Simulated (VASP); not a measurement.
# Pt (P6_3/mmc) in VASP: a series of runs

The runs below take Pt through single point, with LDA.

All numbers are computed with VASP 6.6.1; they aren't measurements. Logs are shortened: lines on timing, memory, paths and dates and some standing lists are left out, and cuts for length are marked.

### Step 1. The cell of the first run

Symmetry: P6_3/mmc, No. 194, hexagonal system. The conventional cell has a = 2.742 Å, b = 2.742 Å, c = 4.760 Å, α = 90.00°, β = 90.00°, γ = 120.00°. Within 3.6 Å of Pt (site symmetry -6m2) lie 12 Pt at 2.74 to 2.86 Å.

### Step 2. Single point, LDA

INCAR

```
PREC = Accurate ; ENCUT = 520
EDIFF = 1E-7 ; ISMEAR = -1
SIGMA = 0.05 ; LREAL = False
LASPH = True ; NELM = 100
ALGO = Fast ; ISIF = 2
LWAVE = False ; LCHARG = False
GGA = CA ; NBANDS = 17
```

KPOINTS

```
Automatic mesh
0
Gamma
  11 11 6
```

POSCAR

```
Pt
1.0
    2.7421371004      0.0000000000      0.0000000000
   -1.3710685502      2.3747603895      0.0000000000
    0.0000000000      0.0000000000      4.7599710578
Pt
2
Direct
    0.3333333333      0.6666666667      0.2500000000
    0.6666666667      0.3333333333      0.7500000000
```

Potentials or basis: VASP PAW LDA potentials, release 64 (Pt).

Launch:

```
$ cat potpaw_LDA.64/Pt/POTCAR > POTCAR
$ mpirun -np 1 vasp_std > vasp.out
```

OUTCAR:

```text
PREC = Accurate
   ENCUT = 520
   EDIFF = 1E-7
   ISMEAR = -1
   LREAL = False
   LASPH = True
   NELM = 100
   ISIF = 2
   GGA = CA

 ion  position               nearest neighbor table
   1  0.333  0.667  0.250-   2 2.86   2 2.86   2 2.86   2 2.86   2 2.86   2 2.86
   2  0.667  0.333  0.750-   1 2.86   1 2.86   1 2.86   1 2.86   1 2.86   1 2.86

  LATTYP: Found a hexagonal cell.
 ALAT       =     2.7421371004
 C/A-ratio  =     1.7358618054

  Lattice vectors:

 A1 = (   2.7421371004,   0.0000000000,   0.0000000000)
 A2 = (  -1.3710685502,   2.3747603895,   0.0000000000)
 A3 = (   0.0000000000,   0.0000000000,   4.7599710578)

Analysis of symmetry for initial positions (statically):
=====================================================================
 Subroutine PRICEL returns:
 Original cell was already a primitive cell.

 Routine SETGRP: Setting up the symmetry group for a
 hexagonal supercell.

 Subroutine GETGRP returns: Found 24 space group operations
 (whereof 12 operations were pure point group operations)
 out of a pool of 24 trial point group operations.

The static configuration has the point symmetry D_3d.
 The point group associated with its full space group is D_6h.

Analysis of symmetry for dynamics (positions and initial velocities):
=====================================================================
 Subroutine PRICEL returns:
 Original cell was already a primitive cell.

 Routine SETGRP: Setting up the symmetry group for a
 hexagonal supercell.

 Subroutine GETGRP returns: Found 24 space group operations
 (whereof 12 operations were pure point group operations)
 out of a pool of 24 trial point group operations.

The dynamic configuration has the point symmetry D_3d.
 The point group associated with its full space group is D_6h.

 Subroutine INISYM returns: Found 24 space group operations
 (whereof 12 operations are pure point group operations),
 and found     1 'primitive' translations

----------------------------------------------------------------------------------------

                                     Primitive cell

  volume of cell :      30.9965

  direct lattice vectors                    reciprocal lattice vectors
     2.742137100  0.000000000  0.000000000     0.364679067  0.210547558  0.000000000
    -1.371068550  2.374760390  0.000000000     0.000000000  0.421095115  0.000000000
     0.000000000  0.000000000  4.759971058     0.000000000  0.000000000  0.210085311

  length of vectors
     2.742137100  2.742137100  4.759971058     0.421095115  0.421095115  0.210085311
[... 75 lines left out ...]
   ISPIN  =      1    spin polarized calculation?
   LNONCOLLINEAR =      F non collinear calculations
   LSORBIT =      F    spin-orbit coupling
   LASPH  =      T    aspherical Exc in radial PAW
   ENCUT  =  520.0 eV  38.22 Ry    6.18 a.u.   5.10  5.10  8.85*2*pi/ulx,y,z
   NELM   =    100;   NELMIN=  2; NELMDL= -5     # of ELM steps
   EDIFF  = 0.1E-06   stopping-criterion for ELM
   LREAL  =      F    real-space projection
   EDIFFG = 0.1E-05   stopping-criterion for IOM
   NSW    =      0    number of steps for IOM
   IBRION =     -1    ionic relax: 0-MD 1-quasi-New 2-CG
   NFREE  =      0    steps in history (QN), initial steepest desc. (CG)
   ISIF   =      2    stress and relaxation
   ISYM   =      2    0-nonsym 1-usesym 2-fastsym
   POTIM  = 0.5000    time-step for ionic-motion
   TEBEG  =    0.0;   TEEND  =   0.0 temperature during run
   PSTRESS=    0.0 pullay stress
   NELECT =      20.0000    total number of electrons
   NUPDOWN=      -1.0000    fix difference up-down
   EMIN   =  10.00;   EMAX   =-10.00  energy-range for DOS
   EFERMI =   0.00;   METHOD = LEGACY
   ISMEAR =    -1;   SIGMA  =   0.05  broadening in eV -4-tet -1-fermi 0-gaus
   EFERMI_NEDOS =   21; number of points for ismear=-14 and -15
   IALGO  =     68    algorithm
   IMIX   =      4    mixing-type and parameters
     AMIX     =   0.40;   BMIX     =  1.00
     AMIX_MAG =   1.60;   BMIX_MAG =  1.00
  volume/ion in A,a.u.               =      15.50       104.59
  Fermi-wavevector in a.u.,A,eV,Ry     =   1.414644  2.673289 27.228208  2.001217
  Thomas-Fermi vector in A             =   2.536165
   LORBIT       =      0    0 simple, 1 ext, 2 COOP (PROOUT), +10 PAW based schemes
   GGA     = CA    functional components
   LHFCALC =     F    Hartree Fock is set to
   AEXX    =    0.0000 exact exchange contribution
   IVDW    =     0    specifies the selected vdW correction
   LEPSILON=     F    determine dielectric tensor
   LRPA    =     F    only Hartree local field effects (RPA)
 non-spin polarized calculation
 RMM-DIIS sequential band-by-band and
  energy-cutoff  :      520.00
  volume of cell :       31.00
 maximum number of plane-waves:       845
   NGX = 11   NGY = 11   NGZ = 17

 number of electron      20.0000000 magnetization

 Free energy of the ion-electron system (eV)
  ---------------------------------------------------
  ext. energy  EPLUGINS =         0.00000000
  ---------------------------------------------------
  free energy    TOTEN  =       -14.84345661 eV

  energy without entropy =      -14.80768823  energy(sigma->0) =      -14.82557242

 E-fermi :  10.5870     XC(G=0): -13.5244

 val. band max:       10.5867514000   @ k =   0.2727   0.0909   0.1667
 cond. band min:      10.5915165614   @ k =   0.2727   0.0000   0.0000
 fundamental gap:      0.0047651614
 Fermi energy:        10.5870144796

 k-point     1 :       0.0000    0.0000    0.0000
  band No.  band energies     occupation
      1       0.6668      2.00000
      2       3.3187      2.00000
      3       6.4999      2.00000
      4       7.0496      2.00000
      5       7.0496      2.00000
      6       7.4275      2.00000
[... 457 lines left out ...]
      4       6.0973      2.00000
      5       6.6870      2.00000
      6       7.2724      2.00000
[... 9 lines left out ...]
     16      27.1601      0.00000
     17      28.1077      0.00000

 [... further k-points ...]
[... 5 lines left out ...]
  --------------------------------------------------------------------------------------
  -------------------------------------------------------------------------------------
  Total       -1.9163058     -1.9163058     -2.2222586     -0.0000000      0.0000000      0.0000000
  in kB      -99.0517441    -99.0517441   -114.8661058     -0.0000000      0.0000000      0.0000000
  external PRESSURE =    -104.3231980 kB  Pullay stress =       0.0000000 kB

 VOLUME and BASIS-vectors are now :
 -----------------------------------------------------------------------------
  energy-cutoff  :      520.00
  volume of cell :       31.00
      direct lattice vectors                 reciprocal lattice vectors
     2.742137100  0.000000000  0.000000000     0.364679067  0.210547558  0.000000000
    -1.371068550  2.374760390  0.000000000     0.000000000  0.421095115  0.000000000
     0.000000000  0.000000000  4.759971058     0.000000000  0.000000000  0.210085311

 POSITION                                       TOTAL-FORCE (eV/Angst)
 -----------------------------------------------------------------------------------
     -0.00000      1.58317      1.18999        -0.000000      0.000000      0.000000
      1.37107      0.79159      3.56998         0.000000     -0.000000      0.000000
 -----------------------------------------------------------------------------------
    total drift:                                0.000000     -0.000000      0.000000

  FREE ENERGIE OF THE ION-ELECTRON SYSTEM (eV)
  ---------------------------------------------------
  free  energy   TOTEN  =       -14.8434566092 eV

  energy  without entropy=      -14.8076882333  energy(sigma->0) =      -14.82557242
```

stdout:

```text
POSCAR found type information on POSCAR Pt
 POSCAR found :  1 types and       2 ions
 scaLAPACK will be used
 LDA part: xc-table for (Slater(with rela. corr.)+CA(PZ))
 , standard interpolation
 POSCAR, INCAR and KPOINTS ok, starting setup
 FFT: planning ... GRIDC
 FFT: planning ... GRID_SOFT
 FFT: planning ... GRID
 WAVECAR not read
 entering main loop
```

It took 13 s on 1 thread of Intel Xeon 6975P-C (Granite Rapids), shared host; peak memory 0.14 GiB.

What came out:

```
Free energy            : -14.8435 eV
Pressure               : -10.4 GPa
Band gap on the k mesh : zero (band 10 reaches 11.00 eV, above the bottom of band 11 at 9.78 eV)
```

Levels at points of the mesh, in eV from the Fermi level:
```tsv
k point	band 7	band 8	band 9	band 10	band 11	band 12	band 13	band 14
(0.00, 0.00, 0.00)	-3.16	-1.85	-1.85	-0.81	-0.21	-0.21	4.78	15.09
(0.00, 0.00, 0.50)	-3.53	-3.53	-0.80	-0.80	-0.80	-0.80	12.04	12.04
```

Caveat: spin-orbit coupling is left out, which moves the levels of the heavy elements.

### Step 3. Single point, LDA

This run uses another cell than the first one, of 15.81 Å³/atom, 1.020 times its volume.

INCAR

```
SYSTEM = Pt
PREC = Accurate
ENCUT = 520
EDIFF = 1E-6
ISMEAR = -1
SIGMA = 0.05
LREAL = .False.
LASPH = .True.
NELM = 100
ALGO = Fast
ISIF = 2
LWAVE = .False.
LCHARG = .False.
GGA = CA
NBANDS = 17
```

KPOINTS

```
regular mesh
0
Gamma
  11 11 6
  0 0 0
```

POSCAR

```
Pt
1.0
    2.7606656158      0.0000000000      0.0000000000
   -1.3803328079      2.3908065546      0.0000000000
    0.0000000000      0.0000000000      4.7921340000
Pt
2
Direct
    0.3333333333      0.6666666667      0.2500000000
    0.6666666667      0.3333333333      0.7500000000
```

Potentials or basis: VASP PAW LDA potentials, release 64 (Pt).

Launch:

```
$ cat potpaw_LDA.64/Pt/POTCAR > POTCAR
$ mpirun -np 1 vasp_std > vasp.out
```

Wall time 11 s (1 thread of Intel Xeon 6975P-C (Granite Rapids), shared host); peak memory 0.15 GiB.

The run converged. Its results:

* Free energy: -14.7935 eV
* Pressure: -15.0 GPa
* Band gap on the k mesh: zero (band 10 reaches 10.61 eV, above the bottom of band 11 at 9.43 eV)

Stress tensor (GPa, compression positive):
```
-14.78   0.00   0.00
  0.00 -14.78   0.00
  0.00   0.00 -15.52
```

Levels at points of the mesh, in eV from the Fermi level:
```tsv
k point	band 7	band 8	band 9	band 10	band 11	band 12	band 13	band 14
(0.00, 0.00, 0.00)	-3.06	-1.79	-1.79	-0.72	-0.20	-0.20	4.65	15.12
(0.00, 0.00, 0.50)	-3.42	-3.42	-0.78	-0.78	-0.78	-0.78	11.90	11.90
```

Caveat: spin-orbit coupling is left out, which moves the levels of the heavy elements.
